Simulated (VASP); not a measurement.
Input of a VASP 6.6.1 run:

INCAR

```
PREC = Accurate ; ENCUT = 520
EDIFF = 1E-6 ; ISMEAR = 0
SIGMA = 0.02 ; LREAL = False
LASPH = True ; NELM = 60
ALGO = Normal ; ISIF = 2
LWAVE = False ; LCHARG = False
GGA = PS ; NBANDS = 26
```

File KPOINTS:

```
Automatic mesh
0
Gamma
  12 12 6
```

Contents of POSCAR:

```
ZnO
1.0
    3.1881894761      0.0000000000      0.0000000000
   -1.5940947380      2.7610530784      0.0000000000
    0.0000000000      0.0000000000      5.4226386354
Zn O
2 2
Direct
    0.6666666667      0.3333333333      0.5068071587
    0.3333333333      0.6666666667      0.0068071587
    0.6666666666      0.3333333334      0.8735028413
    0.3333333334      0.6666666666      0.3735028413
```

Potentials or basis: VASP PAW PBE potentials, release 64 (Zn, O).

Run with:

```bash
$ cat potpaw_PBE.64/Zn/POTCAR potpaw_PBE.64/O/POTCAR > POTCAR
$ mpirun -np 1 vasp_std > vasp.out
```

Question: What does it give for the largest force?

Answer: 0.012 eV/Å.

Question: Predict the pressure.

Answer: -1.2 GPa.

Question: Estimate the band gap on the k mesh.

Answer: 0.58 eV.

Forces in eV/Å, atoms in the order of the input:
```
Zn   0.000  0.000  0.012
Zn   0.000  0.000  0.012
O    0.000  0.000 -0.012
O    0.000  0.000 -0.012
```

Caveat: the cell differs from its parent crystal (uniaxial strain along c: +4.0 %, then relaxed in part); the PAW data sets were made with another functional, which shifts forces and pressure a little.
